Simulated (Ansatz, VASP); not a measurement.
**WSe3: VASP beside Ansatz**

```xyz
4
Lattice="3.0144 0.0000 0.0000 0.0000 3.0144 0.0000 0.0000 0.0000 11.1294" Properties=species:S:1:pos:R:3 pbc="T T T"
W     1.5072    1.5072    5.5647
Se    0.0000    0.0000    3.9756
Se    0.0000    0.0000    7.1538
Se    0.0000    0.0000    0.0000
```

Alike in both runs: functional PBE; k mesh 6 × 6 × 2; occupations gaussian, width 0.1 eV; no spin polarisation.

Ansatz relaxed the structure, and its values are those at the end. VASP's run is a single point on that final structure, the one shown.

|  | VASP | Ansatz |
| --- | --- | --- |
| version | VASP 6.6.1 | Ansatz 0.2.0 |
| potentials or method | VASP PAW PBE potentials, release 64 (W_sv, Se), cutoff 520 eV | scalar-relativistic, plane waves, PAW |
| valence electrons in the cell | 32 | 62 |

|  | VASP | Ansatz | Ansatz less VASP |
| --- | --- | --- | --- |
| gap on the k mesh at the Fermi level (eV) | none | none | - |
| pressure (GPa) | 0.3 | 0.1 | -0.20 |
| rms of the force components (eV/Å) | 0.012 | 0.004 | -0.0081 |

A gap of «none» marks a metal or a gap that the smearing closes. VASP's potentials hold 32 valence electrons a cell and Ansatz's 62, so a difference there can come from the potentials and not from the codes.

Spin-orbit coupling is off throughout.
